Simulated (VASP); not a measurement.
Write the native input for VASP 6.6.1 that does the following.

| Property | Result |
| --- | --- |
| Task | single point |
| Functional | PBE |
| Potentials or basis | VASP PAW PBE potentials, release 64 (Nb_sv, P) |
| Cutoff | 520 eV |
| k mesh | 14 × 14 × 8 |
| Occupations | gaussian, width 0.1 eV |
| Spin | no spin polarisation |
| Dipole correction | no |
| Further INCAR settings | ALGO = Normal; EDIFF = 1e-06; NBANDS = 26 |

The structure of NbP lies in POSCAR:

```
NbP
1.0
    3.4015995236      0.0000000000      0.0000000000
    0.0000000000      3.4015995236      0.0000000000
    0.0000000000      0.0000000000      5.6893520106
Nb P
2 2
Direct
    0.0000000000      0.5000000000      0.3342811024
    0.5000000000      0.0000000000      0.6657188976
    0.0000000000      0.0000000000      0.0000000000
    0.5000000000      0.5000000000      0.0000000000
```

The input as run:

INCAR

```
SYSTEM = NbP
PREC = Accurate
ENCUT = 520
EDIFF = 1E-6
ISMEAR = 0
SIGMA = 0.1
LREAL = .False.
LASPH = .True.
NELM = 100
ALGO = Normal
ISIF = 2
LWAVE = .False.
LCHARG = .False.
GGA = PE
NBANDS = 26
```

KPOINTS

```
regular mesh
0
Gamma
  14 14 8
  0 0 0
```

Potentials or basis: VASP PAW PBE potentials, release 64 (Nb_sv, P).

Command:

```bash
$ cat potpaw_PBE.64/Nb_sv/POTCAR potpaw_PBE.64/P/POTCAR > POTCAR
$ mpirun -np 1 vasp_std > vasp.out
```

It gave:

```yaml
Pressure: -0.4 GPa
Largest_force: 0.014 eV/Å
Band_gap_on_the_k_mesh: zero (band 18 reaches 11.19 eV, above the bottom of band 19 at 10.13 eV)
```

Wall time 11 min on 1 thread of AMD EPYC 7R13 Processor (Zen 3) (shared host), peak memory 0.33 GiB.
